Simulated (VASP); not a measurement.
**LiF3: single point with LDA**

The system is LiF3.

```
Li F
1.0
     4.41831    0.00000    0.00000
    -2.20915    3.82637    0.00000
     0.00000    0.00000    4.65302
Li F
2 6
Direct
  0.33634 0.66829 0.75482
  0.67288 0.32885 0.25877
  0.16286 0.33335 0.24928
  0.16145 0.83403 0.24854
  0.66635 0.83843 0.24434
  0.83403 0.65936 0.74491
  0.83013 0.16775 0.76115
  0.34082 0.16487 0.74884
```

```json
{"Program": "VASP 6.6.1", "Task": "single point", "Functional": "LDA", "Potentials or basis": "VASP PAW LDA potentials, release 64 (Li_sv, F)", "Cutoff": "650 eV", "k mesh": "2 × 2 × 2", "Occupations": "gaussian, width 0.05 eV", "Spin": "no spin polarisation", "Dipole correction": "no", "Further INCAR settings": "ALGO = Normal; EDIFF = 1e-06; NBANDS = 34"}
```

The pressure is -10.2 GPa. The largest force is 0.309 eV/Å and the band gap on the k mesh is zero (bands 24 and 25 overlap by 0.13 eV).

Forces in eV/Å, atoms in the order of the input:
```
Li   0.005 -0.004  0.041
Li   0.000  0.003  0.008
F    0.036  0.254  0.035
F    0.205 -0.092 -0.041
F   -0.217 -0.179  0.128
F   -0.047  0.013  0.081
F    0.083 -0.024 -0.274
F   -0.065  0.029  0.022
```

Stress tensor (GPa, compression positive):
```
-15.80   0.06   0.18
  0.06 -15.65  -0.30
  0.18  -0.30   0.92
```

Levels at points of the mesh, in eV from the Fermi level:
```
           k point  band 20  band 21  band 22  band 23  band 24  band 25  band 26  band 27  band 28  band 29
(0.00, 0.00, 0.00)    -0.70    -0.50    -0.17     0.08     0.08     0.13     0.14     8.55    11.74    13.24
(0.50, 0.00, 0.00)    -1.79    -1.59    -1.26    -0.60    -0.58    -0.03     0.08    10.77    11.04    12.00
(0.00, 0.50, 0.00)    -1.81    -1.60    -1.25    -0.60    -0.58    -0.03     0.08    10.76    11.05    12.01
(0.50, 0.50, 0.00)    -1.77    -1.60    -1.21    -0.63    -0.58    -0.02     0.07    10.82    10.94    12.05
(0.00, 0.00, 0.50)    -0.99    -0.35    -0.33     0.10     0.11     0.12     0.12    10.22    10.32    13.68
(0.50, 0.00, 0.50)    -1.66    -1.52    -1.47    -0.90    -0.85     0.02     0.02    10.76    10.85    12.57
(0.00, 0.50, 0.50)    -1.65    -1.54    -1.45    -0.93    -0.83     0.02     0.03    10.78    10.82    12.60
(0.50, 0.50, 0.50)    -1.68    -1.55    -1.43    -0.90    -0.84     0.02     0.02    10.76    10.90    12.46
```

Run time: 55 s on 1 thread of Intel Xeon 8259CL, on a shared host, peak memory 0.19 GiB.

Caveat: the k points lie up to 0.82 Å⁻¹ apart, too coarse for converged energies, forces and pressures.
